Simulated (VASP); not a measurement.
# Be (P1) in VASP: notebook

Runs on Be. Level: PBE+D3(BJ). Tasks: single point.

All numbers are computed with VASP 6.6.1; they aren't measurements. Logs are shortened: lines on timing, memory, paths and dates and some standing lists are left out, and cuts for length are marked.

### Step 1. The cell of the first run

The typed cell holds 36 atoms: a = 6.432 Å, b = 6.432 Å, c = 6.719 Å, α = 90.00°, β = 90.00°, γ = 120.00°.

### Step 2. Single point, PBE+D3(BJ)

Input file INCAR:

```
SYSTEM = Be
ALGO = Normal
EDIFF = 1E-6
ENCUT = 520
GGA = PE
ISIF = 2
ISMEAR = -1
IVDW = 12
LASPH = .TRUE.
LCHARG = .FALSE.
LREAL = Auto
LWAVE = .FALSE.
NBANDS = 60
NELM = 60
PREC = Accurate
SIGMA = 0.24
```

Input file KPOINTS:

```
k-points
0
G
  2 2 2
  0 0 0
```

Input file POSCAR:

```
Be
1.0
    6.4317980000      0.0000000000      0.0000000000
   -3.2158990000      5.5701010000      0.0000000000
    0.0000000000      0.0000000000      6.7190850000
Be
36
Direct
    0.0149121196      0.0809141522      0.1028116180
    0.1338216671      0.2871402152      0.3414601839
   -0.0221475456      0.0297122081      0.5826090904
    0.0896087008      0.2339454886      0.8243830819
   -0.0013249416      0.3982333534      0.0816033731
    0.1529880842      0.6514783125      0.3299556413
    0.0187816505      0.3975870455      0.5606715795
    0.0961707257      0.6113533668      0.8806258590
    0.0116271609      0.7496452937      0.1215046394
    0.0986211571      0.9731062327      0.3519526840
   -0.0242801737      0.7178505381      0.5770577393
    0.1031319002      0.9297317948      0.8616947099
    0.3474299774      0.0450261135      0.0674645432
    0.4597980674      0.2867093433      0.3121407156
    0.2857630071     -0.0191019876      0.5959740054
    0.5132413626      0.2648605474      0.8069551137
    0.3677925672      0.3775515022      0.0986890328
    0.4652921640      0.6481749613      0.3614331416
    0.3567882079      0.3383780653      0.5757331541
    0.4630789481      0.6124664526      0.8472135715
    0.3251375504      0.6918186941      0.0733284368
    0.4454906720      0.9417603020      0.3552120564
    0.3281755560      0.7198792266      0.6229270801
    0.4603214105      0.9578641393      0.8697464015
    0.6579778718      0.0080788481      0.0784332986
    0.7683331543      0.2401392722      0.3190761837
    0.6537841270      0.0677905122      0.5820137712
    0.8005000057      0.2701746342      0.8260648585
    0.6676459475      0.3744097279      0.0781505220
    0.7865387045      0.5821258896      0.3446600244
    0.7034451363      0.3838170978      0.5725184307
    0.7790360711      0.6137949743      0.8450704225
    0.6822664018      0.7354085680      0.0974835115
    0.7786349918      0.9747579083      0.3204305348
    0.6623821117      0.6871509152      0.5808677818
    0.8008220651      0.9064108532      0.8473624013
```

Potentials or basis: VASP PAW PBE potentials, release 64 (Be).

Started as:

```console
cat potpaw_PBE.64/Be/POTCAR > POTCAR
mpirun -np 1 vasp_std > vasp.out
```

OUTCAR:

```text
SYSTEM = Be
   EDIFF = 1E-6
   ENCUT = 520
   GGA = PE
   ISIF = 2
   ISMEAR = -1
   IVDW = 12
   LASPH = .TRUE.
   LREAL = Auto
   NELM = 60
   PREC = Accurate
 IVDW          = 12

 ion  position               nearest neighbor table
   1  0.015  0.081  0.103-  34 1.97   2 1.98  10 1.99   4 2.06   5 2.10  25 2.11  12 2.11  17 2.11
                             9 2.12  36 2.13  33 2.18  13 2.28
   2  0.134  0.287  0.341-  10 1.92   7 1.94   1 1.98  19 2.04  17 2.09  14 2.11  34 2.16   3 2.17
                            26 2.22   5 2.22  18 2.24   6 2.29
   3  0.978  0.030  0.583-  10 1.85   4 1.98  11 2.00  36 2.05  34 2.10  35 2.12  15 2.16   2 2.17
                            27 2.22  19 2.25   7 2.25  12 2.26
   4  0.090  0.234  0.824-   3 1.98  28 1.99  36 2.00  12 2.02   1 2.06   7 2.22  19 2.25   5 2.25
[... 51 lines left out ...]
  30  0.787  0.582  0.345-  31 1.89  11 1.90   9 1.99  14 2.02  35 2.04  29 2.13  26 2.15   6 2.17
                            33 2.20  10 2.30  18 2.31
  31  0.703  0.384  0.573-  30 1.89  27 1.89  16 1.90  11 1.98   7 1.99  28 2.07  26 2.08  35 2.10
                            19 2.10  14 2.22  32 2.25
  32  0.779  0.614  0.845-  36 1.82  20 2.03  16 2.05  29 2.06   8 2.06  12 2.06  35 2.07  33 2.09
                            11 2.11  31 2.25   9 2.27  28 2.29
  33  0.682  0.735  0.097-  25 1.84  36 1.94  34 2.01  20 2.08   9 2.08  32 2.09  18 2.15  17 2.18
                            21 2.18   1 2.18  30 2.20  29 2.28
  34  0.779  0.975  0.320-  26 1.74  25 1.86   1 1.97  33 2.01  22 2.06  10 2.07  18 2.08   3 2.10
                            27 2.14   2 2.16  35 2.38
  35  0.662  0.687  0.581-  18 1.88  11 1.92  30 2.04  32 2.07  31 2.10  20 2.11  19 2.12   3 2.12
                            36 2.18  23 2.28  34 2.38
  36  0.801  0.906  0.847-  32 1.82  12 1.88  33 1.94   4 2.00  20 2.05   3 2.05  25 2.07   1 2.13
                            35 2.18  28 2.35  24 2.38

  LATTYP: Found a hexagonal cell.
 ALAT       =     6.4317980000
 C/A-ratio  =     1.0446666702

  Lattice vectors:

 A1 = (   6.4317980000,   0.0000000000,   0.0000000000)
 A2 = (  -3.2158990000,   5.5701010000,   0.0000000000)
 A3 = (   0.0000000000,   0.0000000000,   6.7190850000)

Analysis of symmetry for initial positions (statically):
=====================================================================
 Subroutine PRICEL returns:
 Original cell was already a primitive cell.

 Routine SETGRP: Setting up the symmetry group for a
 hexagonal supercell.

 Subroutine GETGRP returns: Found  1 space group operations
 (whereof  1 operations were pure point group operations)
 out of a pool of 24 trial point group operations.

The static configuration has the point symmetry C_1 .

Analysis of symmetry for dynamics (positions and initial velocities):
=====================================================================
 Subroutine PRICEL returns:
 Original cell was already a primitive cell.

 Routine SETGRP: Setting up the symmetry group for a
 hexagonal supercell.

 Subroutine GETGRP returns: Found  1 space group operations
 (whereof  1 operations were pure point group operations)
 out of a pool of 24 trial point group operations.

The dynamic configuration has the point symmetry C_1 .

 Subroutine INISYM returns: Found  1 space group operations
 (whereof  1 operations are pure point group operations),
 and found     1 'primitive' translations

----------------------------------------------------------------------------------------

                                     Primitive cell

  volume of cell :     240.7164

  direct lattice vectors                    reciprocal lattice vectors
     6.431798000  0.000000000  0.000000000     0.155477520  0.089764979  0.000000000
    -3.215899000  5.570101000  0.000000000     0.000000000  0.179529958  0.000000000
     0.000000000  0.000000000  6.719085000     0.000000000  0.000000000  0.148829789

  length of vectors
     6.431798000  6.431798468  6.719085000     0.179529971  0.179529958  0.148829789

  position of ions in fractional coordinates (direct lattice)
     0.014912120  0.080914152  0.102811618
     0.133821667  0.287140215  0.341460184
     0.977852454  0.029712208  0.582609090
     0.089608701  0.233945489  0.824383082
     0.998675058  0.398233353  0.081603373
     0.152988084  0.651478312  0.329955641
[... 28 lines left out ...]
     0.662382112  0.687150915  0.580867782
     0.800822065  0.906410853  0.847362401

  ion indices of the primitive-cell ions
   primitive index   ion index
                 1           1
                 2           2
                 3           3
                 4           4
                 5           5
                 6           6
[... 28 lines left out ...]
                35          35
                36          36

----------------------------------------------------------------------------------------

 KPOINTS: k-points

Automatic generation of k-mesh.
 Grid dimensions read from file:
 generate k-points for:    2    2    2

 Generating k-lattice:

  Cartesian coordinates                     Fractional coordinates (reciprocal lattice)
     0.077738760  0.044882490  0.000000000     0.500000000  0.000000000  0.000000000
     0.000000000  0.089764979  0.000000000     0.000000000  0.500000000  0.000000000
     0.000000000  0.000000000  0.074414894     0.000000000  0.000000000  0.500000000

  Length of vectors
     0.089764986  0.089764979  0.074414894

  Shift w.r.t. Gamma in fractional coordinates (k-lattice)
     0.000000000  0.000000000  0.000000000

 Subroutine IBZKPT returns following result:
 ===========================================

 Found      8 irreducible k-points:

 Following reciprocal coordinates:
            Coordinates               Weight
  0.000000  0.000000  0.000000      1.000000
  0.500000  0.000000  0.000000      1.000000
  0.000000  0.500000  0.000000      1.000000
  0.500000  0.500000  0.000000      1.000000
  0.000000  0.000000  0.500000      1.000000
  0.500000  0.000000  0.500000      1.000000
  0.000000  0.500000  0.500000      1.000000
  0.500000  0.500000  0.500000      1.000000
   k-points           NKPTS =      8   k-points in BZ     NKDIM =      8   number of bands    NBANDS=     60
   number of dos      NEDOS =    301   number of ions     NIONS =     36
   total plane-waves  NPLWV = 115200
   dimension x,y,z NGX =    48 NGY =   48 NGZ =   50
   dimension x,y,z NGXF=    96 NGYF=   96 NGZF=  100
   ions per type =              36
   NGX,Y,Z   is equivalent  to a cutoff of  12.41, 12.41, 12.37 a.u.
   NGXF,Y,Z  is equivalent  to a cutoff of  24.81, 24.81, 24.74 a.u.
 SYSTEM =  Be
   PREC   = accura    normal or accurate (medium, high low for compatibility)
   ISTART =      0    job   : 0-new  1-cont  2-samecut
   ICHARG =      2    charge: 1-file 2-atom 10-const
   ISPIN  =      1    spin polarized calculation?
   LNONCOLLINEAR =      F non collinear calculations
   LSORBIT =      F    spin-orbit coupling
   LASPH  =      T    aspherical Exc in radial PAW
   ENCUT  =  520.0 eV  38.22 Ry    6.18 a.u.  11.96 11.96 12.49*2*pi/ulx,y,z
   NELM   =     60;   NELMIN=  2; NELMDL= -5     # of ELM steps
   EDIFF  = 0.1E-05   stopping-criterion for ELM
   LREAL  =      T    real-space projection
   EDIFFG = 0.1E-04   stopping-criterion for IOM
   NSW    =      0    number of steps for IOM
   IBRION =     -1    ionic relax: 0-MD 1-quasi-New 2-CG
   NFREE  =      0    steps in history (QN), initial steepest desc. (CG)
   ISIF   =      2    stress and relaxation
   ISYM   =      2    0-nonsym 1-usesym 2-fastsym
   POTIM  = 0.5000    time-step for ionic-motion
   TEBEG  =    0.0;   TEEND  =   0.0 temperature during run
   PSTRESS=    0.0 pullay stress
   NELECT =      72.0000    total number of electrons
   NUPDOWN=      -1.0000    fix difference up-down
   EMIN   =  10.00;   EMAX   =-10.00  energy-range for DOS
   EFERMI =   0.00;   METHOD = LEGACY
   ISMEAR =    -1;   SIGMA  =   0.24  broadening in eV -4-tet -1-fermi 0-gaus
   EFERMI_NEDOS =   21; number of points for ismear=-14 and -15
   IALGO  =     38    algorithm
   IMIX   =      4    mixing-type and parameters
     AMIX     =   0.40;   BMIX     =  1.00
     AMIX_MAG =   1.60;   BMIX_MAG =  1.00
  volume/ion in A,a.u.               =       6.69        45.12
  Fermi-wavevector in a.u.,A,eV,Ry     =   1.094840  2.068947 16.308944  1.198674
  Thomas-Fermi vector in A             =   2.231152
   LORBIT       =      0    0 simple, 1 ext, 2 COOP (PROOUT), +10 PAW based schemes
   GGA     = PE    functional components
   LHFCALC =     F    Hartree Fock is set to
   AEXX    =    0.0000 exact exchange contribution
   IVDW    =    12    specifies the selected vdW correction
   LEPSILON=     F    determine dielectric tensor
   LRPA    =     F    only Hartree local field effects (RPA)
 non-spin polarized calculation
  energy-cutoff  :      520.00
  volume of cell :      240.72
 maximum number of plane-waves:      6484
 NGX is ok and might be reduce to    48
   NGX = 23   NGY = 23   NGZ = 25

 number of electron      72.0000000 magnetization

 Free energy of the ion-electron system (eV)
  ---------------------------------------------------
  ext. energy  EPLUGINS =         0.00000000
  ---------------------------------------------------
  free energy    TOTEN  =      -121.93730412 eV

  energy without entropy =     -121.14538450  energy(sigma->0) =     -121.54134431

 E-fermi :   8.1004     XC(G=0): -11.1451

 val. band max:        8.0873911337   @ k =   0.0000   0.0000   0.0000
 cond. band min:       8.2294110536   @ k =   0.5000   0.5000   0.0000
 fundamental gap:      0.1420199198
 Fermi energy:         8.1004179702

 k-point     1 :       0.0000    0.0000    0.0000
  band No.  band energies     occupation
      1      -3.8127      2.00000
      2      -1.5960      2.00000
      3      -1.4812      2.00000
      4      -0.7073      2.00000
      5      -0.5940      2.00000
      6      -0.5473      2.00000
[... 397 lines left out ...]
     47      11.5570      0.00000
     48      12.0048      0.00000
 [bands above 48 left out]

------------------------ aborting loop because EDIFF is reached ----------------------------------------

 Edisp (eV)  -15.20210

 E8    (eV) :    -5.2798

  FORCE on cell =-STRESS in cart. coord.  units (eV):
  Direction    XX          YY          ZZ          XY          YZ          ZX
  --------------------------------------------------------------------------------------
  -------------------------------------------------------------------------------------
  Total      45.00674    37.06059    38.24731    -2.46172    -2.04527     4.37234
  in kB     299.55909   246.67053   254.56922   -16.38491   -13.61302    29.10175
  external pressure =      266.93 kB  Pullay stress =        0.00 kB

 VOLUME and BASIS-vectors are now :
 -----------------------------------------------------------------------------
  energy-cutoff  :      520.00
  volume of cell :      240.72
      direct lattice vectors                 reciprocal lattice vectors
     6.431798000  0.000000000  0.000000000     0.155477520  0.089764979  0.000000000
    -3.215899000  5.570101000  0.000000000     0.000000000  0.179529958  0.000000000
     0.000000000  0.000000000  6.719085000     0.000000000  0.000000000  0.148829789

 POSITION                                       TOTAL-FORCE (eV/Angst)
 -----------------------------------------------------------------------------------
     -0.16430      0.45070      0.69080         0.217016     -0.733988     -1.271617
     -0.06270      1.59940      2.29430        -0.648049      0.841483     -0.732677
      6.19380      0.16550      3.91460        -0.212873      1.200196      1.050272
     -0.17600      1.30310      5.53910         0.902195      2.335841      0.667273
      5.14260      2.21820      0.54830         0.719887     -1.435061      1.701718
     -1.11110      3.62880      2.21700        -1.112754     -1.563367      1.561920
[... 28 lines left out ...]
      2.05050      3.82750      3.90290        -0.485084      0.782543      1.146679
      2.23580      5.04880      5.69350        -2.680184      2.036075     -1.108260
 -----------------------------------------------------------------------------------
    total drift:                                0.000361     -0.000332      0.000426

  FREE ENERGIE OF THE ION-ELECTRON SYSTEM (eV)
  ---------------------------------------------------
  free  energy   TOTEN  =      -137.1394085073 eV

  energy  without entropy=     -136.3474888924  energy(sigma->0) =     -136.74344870
```

It took 3.6 min on 1 thread of Intel Xeon Platinum 8488C (Sapphire Rapids), shared host; peak memory 0.37 GiB.

Results:

```yaml
Free_energy: -137.1394 eV
Pressure: 26.7 GPa
Largest_force: 5.058 eV/Å
Band_gap_on_the_k_mesh: zero (bands 36 and 37 overlap by 0.54 eV)
Dispersion_energy_per_atom: -0.422 eV
```

Forces on the atoms (eV/Å):
```
Be   0.217 -0.734 -1.272
Be  -0.648  0.841 -0.733
Be  -0.213  1.200  1.050
Be   0.902  2.336  0.667
Be   0.720 -1.435  1.702
Be  -1.113 -1.563  1.562
Be  -0.021 -0.497  1.324
Be   0.100  0.528 -4.096
Be   0.112 -0.862 -1.823
Be   2.206 -1.368 -1.016
Be   1.691 -0.468  1.641
Be   1.092  0.672 -1.164
Be  -1.235  0.844  3.341
Be   1.140 -1.357  2.421
Be   0.342  3.142  0.158
Be  -3.727 -0.073  0.792
Be  -2.540  1.181 -2.680
Be  -0.173 -2.219 -1.700
Be  -1.987  0.959  0.879
Be  -0.246 -0.819 -0.336
Be   1.100  1.286  2.547
Be  -0.150  0.779 -1.565
Be   1.220 -0.896 -1.062
Be   0.954 -2.769 -4.123
Be  -0.770  2.414  0.534
Be  -1.124  3.112  0.103
Be   1.093 -1.471  1.258
Be   0.752  0.120  0.492
Be   1.014  0.261 -0.065
Be  -0.590  0.537 -1.699
Be  -1.262  0.482  0.067
Be   1.074 -1.951  0.030
Be   0.863 -2.286  0.492
Be   2.370 -2.746  2.236
Be  -0.485  0.783  1.147
Be  -2.680  2.036 -1.108
```

Stress tensor (GPa, compression positive):
```
29.96 -1.64  2.91
-1.64 24.67 -1.36
 2.91 -1.36 25.46
```

Levels at points of the mesh, in eV from the Fermi level:
| k point | band 34 | band 35 | band 36 | band 37 | band 38 | band 39 |
| --- | --- | --- | --- | --- | --- | --- |
| (0.00, 0.00, 0.00) | -0.21 | -0.12 | -0.01 | 0.15 | 0.34 | 0.41 |
| (0.50, 0.00, 0.00) | -0.60 | -0.57 | -0.17 | 1.33 | 1.52 | 1.71 |
| (0.00, 0.50, 0.00) | -0.79 | -0.49 | -0.33 | 1.23 | 1.52 | 1.61 |
| (0.50, 0.50, 0.00) | -0.80 | -0.36 | 0.13 | 1.38 | 1.52 | 1.86 |
| (0.00, 0.00, 0.50) | -1.40 | -1.31 | -1.05 | -0.41 | -0.21 | -0.11 |
| (0.50, 0.00, 0.50) | -1.46 | -1.34 | -1.05 | 1.65 | 1.82 | 1.84 |
| (0.00, 0.50, 0.50) | -1.49 | -1.26 | -1.04 | 1.71 | 1.80 | 2.10 |
| (0.50, 0.50, 0.50) | -1.48 | -1.15 | -1.07 | 1.64 | 1.73 | 2.04 |

Caveat: the k points lie up to 0.56 Å⁻¹ apart, too coarse for converged energies and pressures of a metal; the atoms stand as in a frame of molecular dynamics; forces of over 1 eV/Å act on the atoms, so gaps and moduli don't describe the material at rest.

[end of part 1 of 2]

The gap in the log of VASP goes by the Fermi energy; the results here count the filled bands.